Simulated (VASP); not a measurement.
Wanted: the native input for a VASP 6.6.1 run.

| Item | Value |
| --- | --- |
| Task | single point |
| Functional | PBEsol |
| Potentials or basis | VASP PAW PBE potentials, release 64 (Zr_sv, B) |
| Cutoff | 520 eV |
| k mesh | 11 × 11 × 9 |
| Occupations | fermi-dirac, width 0.1 eV |
| Spin | no spin polarisation |
| Dipole correction | no |
| Further INCAR settings | ALGO = Normal; EDIFF = 1e-06; NBANDS = 16 |

The structure of ZrB2 lies in POSCAR:

```
ZrB2
1.0
    3.1547657479      0.0000000000      0.0000000000
   -1.5773828739      2.7321072806      0.0000000000
    0.0000000000      0.0000000000      3.5078134014
Zr B
1 2
Direct
    0.0000000000      0.0000000000      0.0000000000
    0.3333333333      0.6666666667      0.5000000000
    0.6666666667      0.3333333333      0.5000000000
```

One way to write it, as run:

INCAR

```
ALGO = Normal ; EDIFF = 1E-6
ENCUT = 520 ; GGA = PS
ISIF = 2 ; ISMEAR = -1
LASPH = True ; LCHARG = False
LREAL = False ; LWAVE = False
NBANDS = 16 ; NELM = 100
PREC = Accurate ; SIGMA = 0.1
```

KPOINTS

```
k-points
0
Gamma
  11 11 9
```

Potentials or basis: VASP PAW PBE potentials, release 64 (Zr_sv, B).

The run is started by

```console
$ cat potpaw_PBE.64/Zr_sv/POTCAR potpaw_PBE.64/B/POTCAR > POTCAR
$ mpirun -np 1 vasp_std > vasp.out
```

It gave:

| Property | Result |
| --- | --- |
| Pressure | 0.3 GPa |
| Band gap on the k mesh | zero (band 9 reaches 11.36 eV, above the bottom of band 10 at 10.12 eV) |

Caveat: the PAW data sets were made with another functional, which shifts forces and pressure a little.

Wall time 21 s on 1 thread of AMD EPYC 9R45 96-Core Processor (Zen 5), with other jobs on the host, peak memory 0.14 GiB.
